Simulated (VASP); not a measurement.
Input of a VASP 6.6.1 run:

POSCAR

```
SiC
1.0
    0.0000000000      2.0292109686      2.0292109686
    2.0292109686      0.0000000000      2.0292109686
    2.0292109686      2.0292109686      0.0000000000
Si C
1 1
Direct
    0.0000000000      0.0000000000      0.0000000000
    0.5000000000      0.5000000000      0.5000000000
```

The input INCAR.step1:

```
SYSTEM = SiC
PREC = Accurate ; ENCUT = 600
ISMEAR = -1 ; SIGMA = 0.02
LREAL = .FALSE. ; LASPH = .TRUE.
NELM = 100 ; GGA = PE
ALGO = Normal ; EDIFF = 1E-4
LWAVE = .TRUE. ; LCHARG = .FALSE.
```

INCAR.step2

```
SYSTEM = SiC
PREC = Accurate ; ENCUT = 600
EDIFF = 1E-6 ; ISMEAR = -1
SIGMA = 0.02 ; LREAL = .FALSE.
LASPH = .TRUE. ; NELM = 100
ALGO = Normal ; ISIF = 3
LWAVE = .FALSE. ; LCHARG = .FALSE.
METAGGA = R2SCAN ; LMIXTAU = .TRUE.
IBRION = 2 ; NSW = 80
EDIFFG = -0.005 ; ISTART = 1
```

The input KPOINTS:

```
regular mesh
0
G
  10 10 10
  0 0 0
```

Potentials or basis: VASP PAW PBE potentials, release 64 (Si, C).

Run with:

```bash
$ cat potpaw_PBE.64/Si/POTCAR potpaw_PBE.64/C/POTCAR > POTCAR
$ cp INCAR.step1 INCAR
$ mpirun -np 1 vasp_std > vasp.out
$ cp INCAR.step2 INCAR
$ mpirun -np 1 vasp_std > vasp.out
```

Predict the band gap on the k mesh.

zero (band 4 reaches 12.72 eV, above the bottom of band 5 at 12.03 eV).

Predict the relaxed cell.

a = 2.848 Å, b = 2.848 Å, c = 2.848 Å, α = 60.00°, β = 60.00°, γ = 60.00°.

Predict the space group after relaxing (to 0.05 Å).

Fm-3m (No. 225).

What does it give for the relaxed volume?

8.17 Å³/atom.

Final structure:
```
Si C
1.0
     0.00000    2.01410    2.01410
     2.01410    0.00000    2.01410
     2.01410    2.01410    0.00000
Si C
1 1
Cartesian
  0.0000 0.0000 0.0000
  2.0141 2.0141 2.0141
```

Caveat: the PAW data sets were made with another functional, which shifts forces and pressure a little.
